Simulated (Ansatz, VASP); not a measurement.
**One calculation of Sn, two programs**

The input INCAR:

```
PREC = Accurate
ENCUT = 520
EDIFF = 1E-6
ISMEAR = 0
SIGMA = 0.15
LREAL = F
LASPH = T
NELM = 100
ALGO = Fast
ISIF = 2
LWAVE = F
LCHARG = F
GGA = PS
NBANDS = 21
```

File KPOINTS:

```
Automatic mesh
0
Gamma
  20 20 12
```

POSCAR

```
Sn
1.0
   -1.8723950223      1.8723950223      1.8723950223
    1.8723950223     -1.8723950223      1.8723950223
    3.7447900446      3.7447900446      0.0000000000
Sn
2
Direct
   -0.0133518834     -0.0133518834      0.0000000000
    0.5133518834      0.5133518834      0.5000000000
```

Input for Ansatz:

```yaml
crystal:
  lattice:
    - [-1.8723950223, 1.8723950223, 1.8723950223]
    - [1.8723950223, -1.8723950223, 1.8723950223]
    - [3.7447900446, 3.7447900446, 0.0]
  atoms:
    - { symbol: Sn, position: [-0.0133518834, -0.0133518834, 0.0] }
    - { symbol: Sn, position: [0.5133518834, 0.5133518834, 0.5] }
basis:
  ecutwfc: 420
kpoints:
  mp_grid: { grid: [20, 20, 12] }
hamiltonian:
  xc: pbesol
scf:
  occupations: { method: gaussian, width: 0.15 }
output:
  forces: true
  stress: true
  eigenvalues: true
```

Change from the starting cell: mode 5 (36.0 1/cm) frozen in, largest displacement +0.050 Å.

Alike in both runs: task single point; functional PBEsol; k mesh 20 × 20 × 12; occupations gaussian, width 0.15 eV; no spin polarisation.

|  | VASP | Ansatz |
| --- | --- | --- |
| version | VASP 6.6.1 | Ansatz 0.2.0 |
| potentials or method | VASP PAW PBE potentials, release 64 (Sn_d), cutoff 520 eV | scalar-relativistic, plane waves, PAW |
| valence electrons in the cell | 28 | 28 |

Ansatz gave:

| Property | Result |
| --- | --- |
| gap on the k mesh at the Fermi level (eV) | none |
| pressure (GPa) | -0.3 |
| traceless stress, the component that is largest in VASP (GPa) | -0.05 |
| rms of the force components (eV/Å) | 0.017 |

Question: What did VASP give for the same quantities?

Answer: gap on the k mesh at the Fermi level (eV): none; pressure (GPa): -0.4; traceless stress, the component that is largest in VASP (GPa): -0.05; rms of the force components (eV/Å): 0.017.

VASP's potentials were made for PBE, not for PBEsol. Atom by atom the forces differ by 0.000 eV/Å (rms over components). A gap of «none» marks a metal or a gap that the smearing closes.
